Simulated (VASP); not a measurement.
CrGa3, 4 atoms in the cell. The structure is cubic, space group Fm-3m (No. 225). The conventional cell has a = 6.278 Å, b = 6.278 Å, c = 6.278 Å, α = 90.00°, β = 90.00°, γ = 90.00°. Ga (site symmetry -43m) has 10 Ga at 2.72 to 3.14 Å and 4 Cr at 2.72 Å within 3.6 Å. Ga (site symmetry m-3m) has 8 Ga at 2.72 Å and 6 Cr at 3.14 Å within 3.6 Å. Within 3.6 Å of Cr (site symmetry m-3m) lie 14 Ga at 2.72 to 3.14 Å. 

- Program: VASP 6.6.1
- Task: single point
- Functional: PBE
- Potentials or basis: VASP PAW PBE potentials, release 64 (Ga_d, Cr_pv)
- Cutoff: 520 eV
- k mesh: 12 × 12 × 12
- Occupations: gaussian, width 0.1 eV
- Spin: no spin polarisation
- Dipole correction: no
- Further INCAR settings: ALGO = Fast; EDIFF = 1e-06; NBANDS = 34

Potentials or basis: VASP PAW PBE potentials, release 64 (Ga_d, Cr_pv).

Command:

```bash
$ cat potpaw_PBE.64/Ga_d/POTCAR potpaw_PBE.64/Cr_pv/POTCAR > POTCAR
$ mpirun -np 1 vasp_std > vasp.out
```

Hardware: 1 thread of Oxide Virtual Turin-like Processor (shared host).

Task: How long does it take, and how much memory?

Result: It took 3.5 min on 1 thread of Oxide Virtual Turin-like Processor, with other jobs on the host, peak memory 0.26 GiB. Counts: scf iterations 20, k points 72.
